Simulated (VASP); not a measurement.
# Pb (Fd-3m) in VASP: a series of runs, part 2 of 3

VASP 6.6.1.

## 3. Relaxation of cell and atoms, PBEsol, target pressure 5 GPa, at which the enthalpy is minimised

Input file INCAR:

```
PREC = Accurate
ENCUT = 600
EDIFF = 1E-7
ISMEAR = -1
SIGMA = 0.05
LREAL = F
LASPH = T
NELM = 100
ALGO = Normal
ISIF = 3
LWAVE = F
LCHARG = F
GGA = PS
IBRION = 2
NSW = 80
EDIFFG = -0.005
PSTRESS = 50.0
```

Input file KPOINTS:

```
Automatic mesh
0
Gamma
  7 7 7
```

Input file POSCAR:

```
Pb
1.0
    0.0000000000      3.4390000555      3.4390000555
    3.4390000555      0.0000000000      3.4390000555
    3.4390000555      3.4390000555      0.0000000000
Pb
2
Direct
    0.2500000000      0.2500000000      0.2500000000
    0.0000000000      0.0000000000      0.0000000000
```

Potentials or basis: VASP PAW PBE potentials, release 64 (Pb_d).

On the command line:

```console
> cat potpaw_PBE.64/Pb_d/POTCAR > POTCAR
> mpirun -np 1 vasp_std > vasp.out
```

OUTCAR:

```text
PREC = Accurate
   ENCUT = 600
   EDIFF = 1E-7
   ISMEAR = -1
   LREAL = F
   LASPH = T
   NELM = 100
   ISIF = 3
   GGA = PS
   IBRION = 2
   NSW = 80
   EDIFFG = -0.005
   PSTRESS = 50.0

 ion  position               nearest neighbor table
   1  0.250  0.250  0.250-   2 2.98   2 2.98   2 2.98   2 2.98
   2  0.000  0.000  0.000-   1 2.98   1 2.98   1 2.98   1 2.98

  LATTYP: Found a face centered cubic cell.
 ALAT       =     6.8780001110

  Lattice vectors:

 A1 = (   0.0000000000,   3.4390000555,   3.4390000555)
 A2 = (   3.4390000555,   0.0000000000,   3.4390000555)
 A3 = (   3.4390000555,   3.4390000555,   0.0000000000)

Analysis of symmetry for initial positions (statically):
=====================================================================
 Subroutine PRICEL returns:
 Original cell was already a primitive cell.

 Routine SETGRP: Setting up the symmetry group for a
 face centered cubic supercell.

 Subroutine GETGRP returns: Found 48 space group operations
 (whereof 24 operations were pure point group operations)
 out of a pool of 48 trial point group operations.

The static configuration has the point symmetry T_d .
 The point group associated with its full space group is O_h .

Analysis of symmetry for dynamics (positions and initial velocities):
=====================================================================
 Subroutine PRICEL returns:
 Original cell was already a primitive cell.

 Routine SETGRP: Setting up the symmetry group for a
 face centered cubic supercell.

 Subroutine GETGRP returns: Found 48 space group operations
 (whereof 24 operations were pure point group operations)
 out of a pool of 48 trial point group operations.

The dynamic configuration has the point symmetry T_d .
 The point group associated with its full space group is O_h .

 Subroutine INISYM returns: Found 48 space group operations
 (whereof 24 operations are pure point group operations),
 and found     1 'primitive' translations

----------------------------------------------------------------------------------------

                                     Primitive cell

  volume of cell :      81.3442

  direct lattice vectors                    reciprocal lattice vectors
     0.000000000  3.439000056  3.439000056    -0.145391100  0.145391100  0.145391100
     3.439000056  0.000000000  3.439000056     0.145391100 -0.145391100  0.145391100
     3.439000056  3.439000056  0.000000000     0.145391100  0.145391100 -0.145391100

  length of vectors
     4.863480519  4.863480519  4.863480519     0.251824772  0.251824772  0.251824772

  position of ions in fractional coordinates (direct lattice)
     0.250000000  0.250000000  0.250000000
     0.000000000  0.000000000  0.000000000

  ion indices of the primitive-cell ions
   primitive index   ion index
                 1           1
                 2           2

----------------------------------------------------------------------------------------

 KPOINTS: Automatic mesh

Automatic generation of k-mesh.
 Grid dimensions read from file:
 generate k-points for:    7    7    7

 Generating k-lattice:

  Cartesian coordinates                     Fractional coordinates (reciprocal lattice)
    -0.020770157  0.020770157  0.020770157     0.142857143  0.000000000  0.000000000
     0.020770157 -0.020770157  0.020770157     0.000000000  0.142857143  0.000000000
     0.020770157  0.020770157 -0.020770157     0.000000000  0.000000000  0.142857143

  Length of vectors
     0.035974967  0.035974967  0.035974967

  Shift w.r.t. Gamma in fractional coordinates (k-lattice)
     0.000000000  0.000000000  0.000000000

 Subroutine IBZKPT returns following result:
 ===========================================

 Found     20 irreducible k-points:

 Following reciprocal coordinates:
            Coordinates               Weight
  0.000000  0.000000  0.000000      1.000000
  0.142857  0.000000  0.000000      8.000000
  0.285714  0.000000  0.000000      8.000000
  0.428571  0.000000  0.000000      8.000000
  0.142857  0.142857  0.000000      6.000000
  0.285714  0.142857  0.000000     24.000000
[... 12 lines left out ...]
 -0.428571  0.428571  0.142857     24.000000
 -0.285714  0.428571  0.142857     24.000000
   k-points           NKPTS =     20   k-points in BZ     NKDIM =     20   number of bands    NBANDS=     18
   number of dos      NEDOS =    301   number of ions     NIONS =      2
   total plane-waves  NPLWV =  64000
   dimension x,y,z NGX =    40 NGY =   40 NGZ =   40
   dimension x,y,z NGXF=    80 NGYF=   80 NGZF=   80
   ions per type =               2
   NGX,Y,Z   is equivalent  to a cutoff of  13.67, 13.67, 13.67 a.u.
   NGXF,Y,Z  is equivalent  to a cutoff of  27.35, 27.35, 27.35 a.u.
 SYSTEM =  unknown system
   PREC   = accura    normal or accurate (medium, high low for compatibility)
   ISTART =      0    job   : 0-new  1-cont  2-samecut
   ICHARG =      2    charge: 1-file 2-atom 10-const
   ISPIN  =      1    spin polarized calculation?
   LNONCOLLINEAR =      F non collinear calculations
   LSORBIT =      F    spin-orbit coupling
   LASPH  =      T    aspherical Exc in radial PAW
   ENCUT  =  600.0 eV  44.10 Ry    6.64 a.u.   9.71  9.71  9.71*2*pi/ulx,y,z
   NELM   =    100;   NELMIN=  2; NELMDL= -5     # of ELM steps
   EDIFF  = 0.1E-06   stopping-criterion for ELM
   LREAL  =      F    real-space projection
   EDIFFG = -.5E-02   stopping-criterion for IOM
   NSW    =     80    number of steps for IOM
   IBRION =      2    ionic relax: 0-MD 1-quasi-New 2-CG
   NFREE  =      1    steps in history (QN), initial steepest desc. (CG)
   ISIF   =      3    stress and relaxation
   ISYM   =      2    0-nonsym 1-usesym 2-fastsym
   POTIM  = 0.5000    time-step for ionic-motion
   TEBEG  =    0.0;   TEEND  =   0.0 temperature during run
   PSTRESS=   50.0 pullay stress
   NELECT =      28.0000    total number of electrons
   NUPDOWN=      -1.0000    fix difference up-down
   EMIN   =  10.00;   EMAX   =-10.00  energy-range for DOS
   EFERMI =   0.00;   METHOD = LEGACY
   ISMEAR =    -1;   SIGMA  =   0.05  broadening in eV -4-tet -1-fermi 0-gaus
   EFERMI_NEDOS =   21; number of points for ismear=-14 and -15
   IALGO  =     38    algorithm
   IMIX   =      4    mixing-type and parameters
     AMIX     =   0.40;   BMIX     =  1.00
     AMIX_MAG =   1.60;   BMIX_MAG =  1.00
  volume/ion in A,a.u.               =      40.67       274.47
  Fermi-wavevector in a.u.,A,eV,Ry     =   1.147322  2.168124 17.909999  1.316348
  Thomas-Fermi vector in A             =   2.284002
   LORBIT       =      0    0 simple, 1 ext, 2 COOP (PROOUT), +10 PAW based schemes
   GGA     = PS    functional components
   LHFCALC =     F    Hartree Fock is set to
   AEXX    =    0.0000 exact exchange contribution
   IVDW    =     0    specifies the selected vdW correction
   LEPSILON=     F    determine dielectric tensor
   LRPA    =     F    only Hartree local field effects (RPA)
 conjugate gradient relaxation of ions
 non-spin polarized calculation
  energy-cutoff  :      600.00
  volume of cell :       81.34
 maximum number of plane-waves:      2734
   NGX = 19   NGY = 19   NGZ = 19

--------------------------------------- Ionic step        1  -------------------------------------------

 number of electron      28.0000004 magnetization

 Free energy of the ion-electron system (eV)
  ---------------------------------------------------
  ext. energy  EPLUGINS =         0.00000000
  ---------------------------------------------------
  free energy    TOTEN  =        -7.34929803 eV

  energy without entropy =       -7.34318999  energy(sigma->0) =       -7.34624401

 E-fermi :   4.1659     XC(G=0):  -8.6175

 val. band max:        4.1353818033   @ k =  -0.1429   0.1429   0.0000
 cond. band min:       4.1836109020   @ k =   0.1429   0.0000   0.0000
 fundamental gap:      0.0482290986
 Fermi energy:         4.1658846458

 k-point     1 :       0.0000    0.0000    0.0000
  band No.  band energies     occupation
      1     -12.9636      2.00000
      2     -12.9636      2.00000
      3     -12.9636      2.00000
      4     -12.8855      2.00000
      5     -12.8855      2.00000
      6     -12.4528      2.00000
[... 10 lines left out ...]
     17       6.5749      0.00000
     18       6.5749      0.00000
[... 578 lines left out ...]
  FREE ENERGIE OF THE ION-ELECTRON SYSTEM (eV)
  ---------------------------------------------------
  free  energy   TOTEN  =        -7.2220084809 eV

  energy  without entropy=       -7.2161929920  energy(sigma->0) =       -7.21910074

  enthalpy is  TOTEN    =        -4.9409388120 eV   P V=        2.2810696688

--------------------------------------- Ionic step        6  -------------------------------------------

 number of electron      28.0000003 magnetization

 Free energy of the ion-electron system (eV)
  ---------------------------------------------------
  ext. energy  EPLUGINS =         0.00000000
  ---------------------------------------------------
  free energy    TOTEN  =        -7.21940782 eV

  energy without entropy =       -7.21359732  energy(sigma->0) =       -7.21650257

 E-fermi :   5.2073     XC(G=0):  -9.0945

 val. band max:        5.1609015258   @ k =  -0.1429   0.1429   0.0000
 cond. band min:       5.2590449036   @ k =   0.1429   0.0000   0.0000
 fundamental gap:      0.0981433778
 Fermi energy:         5.2072754728

 k-point     1 :       0.0000    0.0000    0.0000
  band No.  band energies     occupation
      1     -12.1850      2.00000
      2     -12.1850      2.00000
      3     -12.1850      2.00000
      4     -12.0872      2.00000
      5     -12.0872      2.00000
      6     -11.5218      2.00000
[... 10 lines left out ...]
     17       7.6951      0.00000
     18       7.6951      0.00000
[... 419 lines left out ...]
 POSITION                                       TOTAL-FORCE (eV/Angst)
 -----------------------------------------------------------------------------------
      1.65865      1.65865      1.65865        -0.000000     -0.000000      0.000000
      0.00000      0.00000      0.00000         0.000000      0.000000     -0.000000
 -----------------------------------------------------------------------------------
    total drift:                               -0.000000     -0.000000      0.000000

  FREE ENERGIE OF THE ION-ELECTRON SYSTEM (eV)
  ---------------------------------------------------
  free  energy   TOTEN  =        -7.2194078156 eV

  energy  without entropy=       -7.2135973178  energy(sigma->0) =       -7.21650257

  enthalpy is  TOTEN    =        -4.9409543665 eV   P V=        2.2784534492

 reached required accuracy - stopping structural energy minimisation
```

CONTCAR:

```text
Pb
   1.00000000000000
    -0.0000000000000000    3.3172910790246073    3.3172910790246073
     3.3172910790246073    0.0000000000000000    3.3172910790246073
     3.3172910790246073    3.3172910790246073   -0.0000000000000000
  Pb
     2
Direct
     0.2500000000000000    0.2500000000000000    0.2500000000000000
     0.0000000000000000    0.0000000000000000    0.0000000000000000

  0.00000000E+00  0.00000000E+00  0.00000000E+00
  0.00000000E+00  0.00000000E+00  0.00000000E+00
```

Wall time 2.5 min (1 thread of AMD EPYC 7R43 (Zen 3), shared host); peak memory 0.21 GiB.

What came out:

```yaml
Free_energy: -7.2194 eV
Relaxed_volume: 36.50 Å³/atom
Relaxed_cell: a = 4.691 Å, b = 4.691 Å, c = 4.691 Å, α = 60.00°, β = 60.00°, γ = 60.00°
Space_group_after_relaxing_to_0.05_Å: Fd-3m (No. 227)
Energy_change_on_relaxing_the_enthalpy_is_what_falls: +64.9 meV/atom
Ionic_steps: 6
Pressure_after_relaxing: 5.0 GPa
Band_gap_on_the_k_mesh: zero (band 14 reaches 5.67 eV, above the bottom of band 15 at 4.37 eV)
```

Step by step:
```tsv
step	energy change (eV)	largest force (eV/Å)	pressure (GPa)	volume (Å³)
1	0.0000	0.0000	0.44	81.34
2	0.3247	0.0000	8.91	68.45
3	0.1286	0.0000	4.97	73.05
4	0.1336	0.0000	5.09	72.89
5	0.1273	0.0000	4.94	73.09
6	0.1299	0.0000	5.00	73.01
```

Final structure:
```cif
data_structure
_symmetry_space_group_name_H-M 'P 1'
_symmetry_Int_Tables_number 1
_cell_length_a 4.6914
_cell_length_b 4.6914
_cell_length_c 4.6914
_cell_angle_alpha 60.000
_cell_angle_beta 60.000
_cell_angle_gamma 60.000
_cell_volume 73.01
loop_
_atom_site_label
_atom_site_type_symbol
_atom_site_fract_x
_atom_site_fract_y
_atom_site_fract_z
_atom_site_occupancy
Pb1 Pb 0.25000 0.25000 0.25000 1
Pb2 Pb 0.00000 0.00000 0.00000 1
```

Caveat: the cell is relaxed towards a set pressure, so the enthalpy falls and the energy may rise; the PAW data sets were made with another functional, which shifts forces and pressure a little; spin-orbit coupling is left out, which moves the levels of the heavy elements.

## 4. Relaxation of cell and atoms, PBEsol, target pressure 10 GPa, at which the enthalpy is minimised

Input file INCAR:

```
SYSTEM = Pb
PREC = Accurate
ENCUT = 600
EDIFF = 1E-7
ISMEAR = -1
SIGMA = 0.05
LREAL = .FALSE.
LASPH = .TRUE.
NELM = 100
ALGO = Normal
ISIF = 3
LWAVE = .FALSE.
LCHARG = .FALSE.
GGA = PS
IBRION = 2
NSW = 80
EDIFFG = -0.005
PSTRESS = 100.0
```

Input file KPOINTS:

```
Automatic mesh
0
G
  7 7 7
  0 0 0
```

POSCAR is that of step 3.

On the command line:

```console
> cat potpaw_PBE.64/Pb_d/POTCAR > POTCAR
> mpirun -np 1 vasp_std > vasp.out
```

Wall time 3.3 min (1 thread of AMD EPYC 7R43 (Zen 3), shared host); peak memory 0.21 GiB.

It converged, with:

```yaml
Free_energy: -6.9642 eV
Relaxed_volume: 33.72 Å³/atom
Relaxed_cell: a = 4.569 Å, b = 4.569 Å, c = 4.569 Å, α = 60.00°, β = 60.00°, γ = 60.00°
Space_group_after_relaxing_to_0.05_Å: Fd-3m (No. 227)
Energy_change_on_relaxing_the_enthalpy_is_what_falls: +192.6 meV/atom
Ionic_steps: 7
Pressure_after_relaxing: 10.0 GPa
Band_gap_on_the_k_mesh: zero (band 14 reaches 6.57 eV, above the bottom of band 15 at 5.23 eV)
```

Step by step:
```tsv
step	energy change (eV)	largest force (eV/Å)	pressure (GPa)	volume (Å³)
1	0.0000	0.0000	0.44	81.34
2	1.7163	0.0000	30.33	55.98
3	0.3573	0.0000	9.51	67.89
4	0.3790	0.0000	9.89	67.53
5	0.3952	0.0000	10.17	67.27
6	0.3754	0.0000	9.83	67.59
7	0.3851	0.0000	10.00	67.43
```

Final structure:
```cif
data_structure
_symmetry_space_group_name_H-M 'P 1'
_symmetry_Int_Tables_number 1
_cell_length_a 4.5687
_cell_length_b 4.5687
_cell_length_c 4.5687
_cell_angle_alpha 60.000
_cell_angle_beta 60.000
_cell_angle_gamma 60.000
_cell_volume 67.43
loop_
_atom_site_label
_atom_site_type_symbol
_atom_site_fract_x
_atom_site_fract_y
_atom_site_fract_z
_atom_site_occupancy
Pb1 Pb 0.25000 0.25000 0.25000 1
Pb2 Pb 0.00000 0.00000 0.00000 1
```

Levels at points of the mesh, in eV from the Fermi level:
```
           k point  band 12  band 13  band 14  band 15  band 16  band 17
(0.00, 0.00, 0.00)    -2.85     0.51     0.51     0.51     2.54     2.54
```

Caveat: the cell is relaxed towards a set pressure, so the enthalpy falls and the energy may rise; the volume moved by over 15 % at a fixed basis, so the end points are rough; the PAW data sets were made with another functional, which shifts forces and pressure a little; spin-orbit coupling is left out, which moves the levels of the heavy elements.

(Part 2 of 3 ends here.)
